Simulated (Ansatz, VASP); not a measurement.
## One calculation of ZnS, two programs

The input INCAR:

```
SYSTEM = ZnS
PREC     = Accurate       ! precision mode
ENCUT    = 520            ! plane-wave cutoff, eV
EDIFF    = 1E-6           ! SCF threshold, eV
ISMEAR   = 0              ! smearing method
SIGMA    = 0.05           ! smearing width, eV
LREAL    = .False.        ! projectors in reciprocal space
LASPH    = .True.         ! aspherical terms in the spheres
NELM     = 80             ! most SCF steps
ALGO     = Normal         ! electronic algorithm
ISIF     = 2              ! what is computed and relaxed
LWAVE    = .False.        ! write WAVECAR
LCHARG   = .False.        ! write CHGCAR
GGA      = PE             ! functional
NBANDS   = 46             ! bands
```

The input KPOINTS:

```
regular mesh
0
Gamma
  12 12 4
  0 0 0
```

POSCAR

```
ZnS
1.0
    3.8227020304      0.0000000000      0.0000000000
   -1.9113510152      3.3105570694      0.0000000000
    0.0000000000      0.0000000000     12.5200000000
Zn S
4 4
Direct
    0.0000000000      0.0000000000      0.0000000000
    0.0000000000      0.0000000000      0.5000000000
    0.3333333333      0.6666666667      0.2679712460
    0.6666666667      0.3333333333      0.7500000000
    0.0000000000      0.0000000000      0.1875000000
    0.0000000000      0.0000000000      0.6875000000
    0.3333333333      0.6666666667      0.4375000000
    0.6666666667      0.3333333333      0.9375000000
```

Input for Ansatz:

```yaml
crystal:
  lattice:
    - [3.8227020304, 0.0, 0.0]
    - [-1.9113510152, 3.3105570694, 0.0]
    - [0.0, 0.0, 12.52]
  atoms:
    - { symbol: Zn, position: [0.0, 0.0, 0.0] }
    - { symbol: Zn, position: [0.0, 0.0, 0.5] }
    - { symbol: Zn, position: [0.3333333333, 0.6666666667, 0.267971246] }
    - { symbol: Zn, position: [0.6666666667, 0.3333333333, 0.75] }
    - { symbol: S, position: [0.0, 0.0, 0.1875] }
    - { symbol: S, position: [0.0, 0.0, 0.6875] }
    - { symbol: S, position: [0.3333333333, 0.6666666667, 0.4375] }
    - { symbol: S, position: [0.6666666667, 0.3333333333, 0.9375] }
basis:
  ecutwfc: 420
kpoints:
  mp_grid: { grid: [12, 12, 4] }
hamiltonian:
  xc: pbe
scf:
  occupations: { method: gaussian, width: 0.05 }
output:
  forces: true
  stress: true
  eigenvalues: true
```

Alike in both runs: task single point; functional PBE; k mesh 12 × 12 × 4; occupations gaussian, width 0.05 eV; no spin polarisation.

```csv
,VASP,Ansatz
version,VASP 6.6.1,Ansatz 0.2.0
potentials or method,"VASP PAW PBE potentials, release 64 (Zn, S), cutoff 520 eV","scalar-relativistic, plane waves, PAW"
valence electrons in the cell,72,72
```

```tsv
	VASP	Ansatz	Ansatz less VASP
gap on the k mesh at the Fermi level (eV)	1.84	1.84	+0.002
least direct gap on the mesh (eV)	1.84	1.84	+0.002
pressure (GPa)	2.0	1.8	-0.16
traceless stress, the component that is largest in VASP (GPa)	2.17	2.15	-0.021
rms of the force components (eV/Å)	0.692	0.687	-0.0057
```

Atom by atom the forces differ by 0.006 eV/Å (rms over components).
